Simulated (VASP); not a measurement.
# K (P6/mmm) in VASP: further runs

K is run at these levels: LDA; tasks: single point.

Everything below comes from runs of VASP 6.6.1. Logs are shortened: lines on timing, memory, paths and dates and some standing lists are left out, and cuts for length are marked.

### 1 The cell of the first run

Symmetry: P6/mmm, No. 191, hexagonal system. Conventional cell: a = 7.221 Å, b = 7.221 Å, c = 4.301 Å, α = 90.00°, β = 90.00°, γ = 120.00°. K (site symmetry 6/mmm) has 14 K at 4.30 to 4.69 Å within 5.6 Å. K (site symmetry -6m2) has 11 K at 4.17 to 4.69 Å within 5.5 Å.

This isn't the form of K at room conditions, which is bcc.

### 2 Single point, LDA (64.74 Å³/atom)

INCAR

```
SYSTEM = K
PREC = Accurate ; ENCUT = 520
EDIFF = 1E-7 ; ISMEAR = -1
SIGMA = 0.1 ; LREAL = .FALSE.
LASPH = .TRUE. ; NELM = 80
ALGO = Normal ; ISIF = 2
LWAVE = .FALSE. ; LCHARG = .TRUE.
LELF = .TRUE. ; LVHAR = .TRUE.
NBANDS = 20
```

KPOINTS

```
Automatic mesh
0
G
  6 6 8
  0 0 0
```

POSCAR

```
K
1.0
    7.2210814426      0.0000000000      0.0000000000
   -3.6105407213      6.2536399721      0.0000000000
    0.0000000000      0.0000000000      4.3009003603
K
3
Direct
    1.0000000000      1.0000000000      0.0000000000
    0.3333333333      0.6666666667      0.5000000000
    0.6666666667      0.3333333333      0.5000000000
```

Potentials or basis: VASP PAW LDA potentials, release 64 (K_sv).

On the command line:

```bash
$ cat potpaw_LDA.64/K_sv/POTCAR > POTCAR
$ mpirun -np 1 vasp_std > vasp.out
```

OUTCAR:

```text
SYSTEM = K
   PREC = Accurate
   ENCUT = 520
   EDIFF = 1E-7
   ISMEAR = -1
   LREAL = .FALSE.
   LASPH = .TRUE.
   NELM = 80
   ISIF = 2

 ion  position               nearest neighbor table
   1  0.000  0.000  0.000-
   2  0.333  0.667  0.500-
   3  0.667  0.333  0.500-

  LATTYP: Found a hexagonal cell.
 ALAT       =     7.2210814426
 C/A-ratio  =     0.5956033587

  Lattice vectors:

 A1 = (   7.2210814426,   0.0000000000,   0.0000000000)
 A2 = (  -3.6105407213,   6.2536399721,   0.0000000000)
 A3 = (   0.0000000000,   0.0000000000,   4.3009003603)

Analysis of symmetry for initial positions (statically):
=====================================================================
 Subroutine PRICEL returns:
 Original cell was already a primitive cell.

 Routine SETGRP: Setting up the symmetry group for a
 hexagonal supercell.

 Subroutine GETGRP returns: Found 24 space group operations
 (whereof 24 operations were pure point group operations)
 out of a pool of 24 trial point group operations.

The static configuration has the point symmetry D_6h.

Analysis of symmetry for dynamics (positions and initial velocities):
=====================================================================
 Subroutine PRICEL returns:
 Original cell was already a primitive cell.

 Routine SETGRP: Setting up the symmetry group for a
 hexagonal supercell.

 Subroutine GETGRP returns: Found 24 space group operations
 (whereof 24 operations were pure point group operations)
 out of a pool of 24 trial point group operations.

The dynamic configuration has the point symmetry D_6h.

 Subroutine INISYM returns: Found 24 space group operations
 (whereof 24 operations are pure point group operations),
 and found     1 'primitive' translations

----------------------------------------------------------------------------------------

                                     Primitive cell

  volume of cell :     194.2202

  direct lattice vectors                    reciprocal lattice vectors
     7.221081443  0.000000000  0.000000000     0.138483412  0.079953435  0.000000000
    -3.610540721  6.253639972  0.000000000     0.000000000  0.159906871  0.000000000
     0.000000000  0.000000000  4.300900360     0.000000000  0.000000000  0.232509455

  length of vectors
     7.221081443  7.221081443  4.300900360     0.159906871  0.159906871  0.232509455

  position of ions in fractional coordinates (direct lattice)
     0.000000000  0.000000000  0.000000000
     0.333333333  0.666666667  0.500000000
     0.666666667  0.333333333  0.500000000

  ion indices of the primitive-cell ions
   primitive index   ion index
                 1           1
                 2           2
                 3           3

----------------------------------------------------------------------------------------

 KPOINTS: Automatic mesh

Automatic generation of k-mesh.
 Grid dimensions read from file:
 generate k-points for:    6    6    8

 Generating k-lattice:

  Cartesian coordinates                     Fractional coordinates (reciprocal lattice)
     0.023080569  0.013325573  0.000000000     0.166666667  0.000000000  0.000000000
     0.000000000  0.026651145  0.000000000     0.000000000  0.166666667  0.000000000
     0.000000000  0.000000000  0.029063682     0.000000000  0.000000000  0.125000000

  Length of vectors
     0.026651145  0.026651145  0.029063682

  Shift w.r.t. Gamma in fractional coordinates (k-lattice)
     0.000000000  0.000000000  0.000000000

 Subroutine IBZKPT returns following result:
 ===========================================

 Found     35 irreducible k-points:

 Following reciprocal coordinates:
            Coordinates               Weight
  0.000000  0.000000  0.000000      1.000000
  0.166667  0.000000  0.000000      6.000000
  0.333333  0.000000  0.000000      6.000000
  0.500000  0.000000  0.000000      3.000000
  0.166667  0.166667  0.000000      6.000000
  0.333333  0.166667  0.000000     12.000000
[... 16 lines left out ...]
  0.166667  0.000000  0.375000     12.000000
  0.333333  0.000000  0.375000     12.000000
 [... further k-points ...]
   k-points           NKPTS =     35   k-points in BZ     NKDIM =     35   number of bands    NBANDS=     20
   number of dos      NEDOS =    301   number of ions     NIONS =      3
   total plane-waves  NPLWV =  93312
   dimension x,y,z NGX =    54 NGY =   54 NGZ =   32
   dimension x,y,z NGXF=   108 NGYF=  108 NGZF=   64
   ions per type =               3
   NGX,Y,Z   is equivalent  to a cutoff of  12.43, 12.43, 12.37 a.u.
   NGXF,Y,Z  is equivalent  to a cutoff of  24.86, 24.86, 24.74 a.u.
 SYSTEM =  K
   PREC   = accura    normal or accurate (medium, high low for compatibility)
   ISTART =      0    job   : 0-new  1-cont  2-samecut
   ICHARG =      2    charge: 1-file 2-atom 10-const
   ISPIN  =      1    spin polarized calculation?
   LNONCOLLINEAR =      F non collinear calculations
   LSORBIT =      F    spin-orbit coupling
   LASPH  =      T    aspherical Exc in radial PAW
   ENCUT  =  520.0 eV  38.22 Ry    6.18 a.u.  13.43 13.43  8.00*2*pi/ulx,y,z
   NELM   =     80;   NELMIN=  2; NELMDL= -5     # of ELM steps
   EDIFF  = 0.1E-06   stopping-criterion for ELM
   LREAL  =      F    real-space projection
   EDIFFG = 0.1E-05   stopping-criterion for IOM
   NSW    =      0    number of steps for IOM
   IBRION =     -1    ionic relax: 0-MD 1-quasi-New 2-CG
   NFREE  =      0    steps in history (QN), initial steepest desc. (CG)
   ISIF   =      2    stress and relaxation
   ISYM   =      2    0-nonsym 1-usesym 2-fastsym
   POTIM  = 0.5000    time-step for ionic-motion
   TEBEG  =    0.0;   TEEND  =   0.0 temperature during run
   PSTRESS=    0.0 pullay stress
   NELECT =      27.0000    total number of electrons
   NUPDOWN=      -1.0000    fix difference up-down
   EMIN   =  10.00;   EMAX   =-10.00  energy-range for DOS
   EFERMI =   0.00;   METHOD = LEGACY
   ISMEAR =    -1;   SIGMA  =   0.10  broadening in eV -4-tet -1-fermi 0-gaus
   EFERMI_NEDOS =   21; number of points for ismear=-14 and -15
   IALGO  =     38    algorithm
   IMIX   =      4    mixing-type and parameters
     AMIX     =   0.40;   BMIX     =  1.00
     AMIX_MAG =   1.60;   BMIX_MAG =  1.00
  volume/ion in A,a.u.               =      64.74       436.89
  Fermi-wavevector in a.u.,A,eV,Ry     =   0.848069  1.602618  9.785599  0.719221
  Thomas-Fermi vector in A             =   1.963675
   LORBIT       =      0    0 simple, 1 ext, 2 COOP (PROOUT), +10 PAW based schemes
   GGA     = CA    functional components
   LHFCALC =     F    Hartree Fock is set to
   AEXX    =    0.0000 exact exchange contribution
   IVDW    =     0    specifies the selected vdW correction
   LEPSILON=     F    determine dielectric tensor
   LRPA    =     F    only Hartree local field effects (RPA)
 non-spin polarized calculation
  energy-cutoff  :      520.00
  volume of cell :      194.22
 maximum number of plane-waves:      5272
 NGX is ok and might be reduce to    54
   NGX = 27   NGY = 27   NGZ = 15

 number of electron      27.0000005 magnetization

 Free energy of the ion-electron system (eV)
  ---------------------------------------------------
  ext. energy  EPLUGINS =         0.00000000
  ---------------------------------------------------
  free energy    TOTEN  =        -3.50104261 eV

  energy without entropy =       -3.42557652  energy(sigma->0) =       -3.46330957

 E-fermi :  -0.0137     XC(G=0):  -6.2062

 val. band max:       -0.0306472371   @ k =   0.1667   0.1667   0.0000
 cond. band min:      -0.0127284301   @ k =   0.1667   0.1667   0.0000
 fundamental gap:      0.0179188070
 Fermi energy:        -0.0136724789

 k-point     1 :       0.0000    0.0000    0.0000
  band No.  band energies     occupation
      1     -31.8088      2.00000
      2     -31.7984      2.00000
      3     -31.7090      2.00000
      4     -15.5706      2.00000
      5     -15.5706      2.00000
      6     -15.5004      2.00000
[... 12 lines left out ...]
     19       1.7157      0.00000
     20       3.7453      0.00000

 k-point     2 :       0.1667    0.0000    0.0000
  band No.  band energies     occupation
      1     -31.8081      2.00000
      2     -31.7990      2.00000
      3     -31.7090      2.00000
      4     -15.5744      2.00000
      5     -15.5685      2.00000
      6     -15.4989      2.00000
[... 12 lines left out ...]
     19       2.3526      0.00000
     20       3.7767      0.00000

 k-point     3 :       0.3333    0.0000    0.0000
  band No.  band energies     occupation
      1     -31.8065      2.00000
      2     -31.8006      2.00000
      3     -31.7090      2.00000
      4     -15.5810      2.00000
      5     -15.5599      2.00000
      6     -15.5040      2.00000
[... 12 lines left out ...]
     19       2.9986      0.00000
     20       3.5018      0.00000

 k-point     4 :       0.5000    0.0000    0.0000
  band No.  band energies     occupation
      1     -31.8053      2.00000
      2     -31.8018      2.00000
      3     -31.7090      2.00000
      4     -15.5840      2.00000
      5     -15.5510      2.00000
      6     -15.5130      2.00000
[... 12 lines left out ...]
     19       3.0278      0.00000
     20       3.1548      0.00000

 k-point     5 :       0.1667    0.1667    0.0000
  band No.  band energies     occupation
      1     -31.8070      2.00000
      2     -31.8001      2.00000
      3     -31.7090      2.00000
      4     -15.5784      2.00000
      5     -15.5637      2.00000
      6     -15.5025      2.00000
[... 12 lines left out ...]
     19       2.8656      0.00000
     20       3.5886      0.00000
[... 353 lines left out ...]
      6     -15.5306      2.00000
[... 12 lines left out ...]
     19       2.7312      0.00000
     20       2.7312      0.00000

 k-point    22 :       0.0000    0.0000    0.3750
  band No.  band energies     occupation
      1     -31.8048      2.00000
      2     -31.7946      2.00000
      3     -31.7051      2.00000
      4     -15.5645      2.00000
      5     -15.5612      2.00000
      6     -15.5612      2.00000
[... 12 lines left out ...]
     19       3.2200      0.00000
     20       3.2229      0.00000

 k-point    23 :       0.1667    0.0000    0.3750
  band No.  band energies     occupation
      1     -31.8042      2.00000
      2     -31.7952      2.00000
      3     -31.7051      2.00000
      4     -15.5640      2.00000
      5     -15.5633      2.00000
      6     -15.5579      2.00000
[... 12 lines left out ...]
     19       2.8524      0.00000
     20       3.1336      0.00000

 k-point    24 :       0.3333    0.0000    0.3750
  band No.  band energies     occupation
      1     -31.8026      2.00000
      2     -31.7967      2.00000
      3     -31.7051      2.00000
      4     -15.5670      2.00000
      5     -15.5622      2.00000
      6     -15.5515      2.00000
[... 12 lines left out ...]
     19       2.2537      0.00000
     20       3.1461      0.00000

 [... further k-points ...]
[... 5 lines left out ...]
  --------------------------------------------------------------------------------------
  -------------------------------------------------------------------------------------
  Total       -0.0237954     -0.0237954     -0.0124060      0.0000000      0.0000000      0.0000000
  in kB       -0.1962953     -0.1962953     -0.1023402      0.0000000      0.0000000      0.0000000
  external PRESSURE =      -0.1649769 kB  Pullay stress =       0.0000000 kB

 VOLUME and BASIS-vectors are now :
 -----------------------------------------------------------------------------
  energy-cutoff  :      520.00
  volume of cell :      194.22
      direct lattice vectors                 reciprocal lattice vectors
     7.221081443  0.000000000  0.000000000     0.138483412  0.079953435  0.000000000
    -3.610540721  6.253639972  0.000000000     0.000000000  0.159906871  0.000000000
     0.000000000  0.000000000  4.300900360     0.000000000  0.000000000  0.232509455

 POSITION                                       TOTAL-FORCE (eV/Angst)
 -----------------------------------------------------------------------------------
      0.00000      0.00000      0.00000         0.000000     -0.000000      0.000000
     -0.00000      4.16909      2.15045        -0.000000      0.000000      0.000000
      3.61054      2.08455      2.15045         0.000000     -0.000000     -0.000000
 -----------------------------------------------------------------------------------
    total drift:                                0.000000      0.000000      0.000000

  FREE ENERGIE OF THE ION-ELECTRON SYSTEM (eV)
  ---------------------------------------------------
  free  energy   TOTEN  =        -3.5010426105 eV

  energy  without entropy=       -3.4255765199  energy(sigma->0) =       -3.46330957
```

Wall time 72 s (1 thread of Intel Xeon Platinum 8488C (Sapphire Rapids), shared host); peak memory 0.28 GiB.

What came out:

```yaml
Free_energy: -3.5010 eV
Pressure: 0.0 GPa
Band_gap_on_the_k_mesh: zero (an odd number of electrons rules out a gap without spin polarisation)
```

Levels at points of the mesh, in eV from the Fermi level:
```tsv
k point	band 9	band 10	band 11	band 12	band 13	band 14	band 15	band 16	band 17	band 18
(0.00, 0.00, 0.00)	-15.46	-15.40	-15.40	-15.38	-2.36	1.20	1.20	1.21	1.21	1.45
(0.50, 0.00, 0.00)	-15.46	-15.41	-15.41	-15.38	-1.27	-1.27	0.35	0.75	2.69	2.85
(0.00, 0.00, 0.50)	-15.47	-15.47	-15.41	-15.41	-0.27	-0.11	1.72	1.72	1.86	1.86
(0.50, 0.00, 0.50)	-15.46	-15.46	-15.41	-15.40	0.48	0.52	0.75	0.81	1.52	1.91
```

### 3 Single point, LDA (69.92 Å³/atom)

This run uses another cell than the first one, of 69.92 Å³/atom.

INCAR

```
  ALGO = Normal
  EDIFF = 1E-6
  ENCUT = 520
  ISIF = 2
  ISMEAR = -1
  LASPH = T
  LCHARG = T
  LELF = T
  LREAL = F
  LVHAR = T
  LWAVE = F
  NBANDS = 20
  NELM = 60
  PREC = Accurate
  SIGMA = 0.1
```

KPOINTS

```
k-points
0
Gamma
  6 6 8
```

POSCAR

```
K
1.0
    7.4087253455      0.0000000000      0.0000000000
   -3.7043626728      6.4161443589      0.0000000000
    0.0000000000      0.0000000000      4.4126616991
K
3
Direct
    1.0000000000      1.0000000000      0.0000000000
    0.3333333333      0.6666666667      0.5000000000
    0.6666666667      0.3333333333      0.5000000000
```

Potentials or basis: VASP PAW LDA potentials, release 64 (K_sv).

On the command line:

```bash
$ cat potpaw_LDA.64/K_sv/POTCAR > POTCAR
$ mpirun -np 1 vasp_std > vasp.out
```

Run time: 79 s. Hardware: 1 thread of Intel Xeon Platinum 8488C (Sapphire Rapids), shared host; peak memory 0.3 GiB.

Results (log left out):

| Property | Result |
| --- | --- |
| Free energy | -3.4860 eV |
| Pressure | -0.3 GPa |
| Band gap on the k mesh | zero (an odd number of electrons rules out a gap without spin polarisation) |

Levels at points of the mesh, in eV from the Fermi level:
| k point | band 10 | band 11 | band 12 | band 13 | band 14 | band 15 | band 16 | band 17 |
| --- | --- | --- | --- | --- | --- | --- | --- | --- |
| (0.00, 0.00, 0.00) | -15.45 | -15.45 | -15.43 | -2.24 | 1.18 | 1.18 | 1.19 | 1.19 |
| (0.50, 0.00, 0.00) | -15.46 | -15.46 | -15.43 | -1.22 | -1.22 | 0.36 | 0.71 | 2.67 |
| (0.00, 0.00, 0.50) | -15.50 | -15.45 | -15.45 | -0.27 | -0.10 | 1.77 | 1.77 | 1.88 |
| (0.50, 0.00, 0.50) | -15.50 | -15.45 | -15.45 | 0.50 | 0.51 | 0.73 | 0.76 | 1.55 |

### 4 Single point, LDA (72.51 Å³/atom)

This run uses another cell than the first one, of 72.51 Å³/atom.

INCAR

```
SYSTEM = K
PREC     = Accurate       ! precision mode
ENCUT    = 520            ! plane-wave cutoff, eV
EDIFF    = 1E-6           ! SCF threshold, eV
ISMEAR   = -1             ! smearing method
SIGMA    = 0.1            ! smearing width, eV
LREAL    = .FALSE.        ! projectors in reciprocal space
LASPH    = .TRUE.         ! aspherical terms in the spheres
NELM     = 80             ! most SCF steps
ALGO     = Normal         ! electronic algorithm
ISIF     = 2              ! what is computed and relaxed
LWAVE    = .FALSE.        ! write WAVECAR
LCHARG   = .FALSE.        ! write CHGCAR
NBANDS   = 20             ! bands
```

KPOINTS

```
regular mesh
0
G
  6 6 8
  0 0 0
```

POSCAR

```
K
1.0
    7.4990845600      0.0000000000      0.0000000000
   -3.7495422800      6.4943977340      0.0000000000
    0.0000000000      0.0000000000      4.4664799507
K
3
Direct
    1.0000000000      1.0000000000      0.0000000000
    0.3333333333      0.6666666667      0.5000000000
    0.6666666667      0.3333333333      0.5000000000
```

On the command line:

```bash
$ cat potpaw_LDA.64/K_sv/POTCAR > POTCAR
$ mpirun -np 1 vasp_std > vasp.out
```

Run time: 78 s. Hardware: 1 thread of Intel Xeon Platinum 8488C (Sapphire Rapids), shared host; peak memory 0.31 GiB.

It converged, with:

```
Free energy            : -3.4692 eV
Pressure               : -0.4 GPa
Band gap on the k mesh : zero (an odd number of electrons rules out a gap without spin polarisation)
```

Levels at points of the mesh, in eV from the Fermi level:
```tsv
k point	band 11	band 12	band 13	band 14	band 15	band 16
(0.00, 0.00, 0.00)	-15.48	-15.46	-2.19	1.17	1.17	1.18
(0.50, 0.00, 0.00)	-15.48	-15.46	-1.20	-1.20	0.36	0.69
(0.00, 0.00, 0.50)	-15.48	-15.48	-0.27	-0.10	1.79	1.79
(0.50, 0.00, 0.50)	-15.48	-15.48	0.50	0.51	0.72	0.73
```

### 5 Overview

| cell | gap on the mesh (eV) | pressure (GPa) |
| --- | --- | --- |
| a = 7.221, b = 7.221, c = 4.301 Å, angles 90.0, 90.0, 120.0°, 3 atoms | none | 0.0 |
| a = 7.409, b = 7.409, c = 4.413 Å, angles 90.0, 90.0, 120.0°, 3 atoms | none | -0.3 |
| a = 7.499, b = 7.499, c = 4.466 Å, angles 90.0, 90.0, 120.0°, 3 atoms | none | -0.4 |

Alike in all rows: task single point; level LDA; potentials or basis VASP PAW LDA potentials, release 64 (K_sv); no spin polarisation; k mesh 6 × 6 × 8; cutoff (eV) 520; smearing fermi-dirac 0.1 eV.

Total energies depend on the potentials used, so only differences within one code and one set of settings carry meaning.

The gap in the log of VASP goes by the Fermi energy; the results here count the filled bands.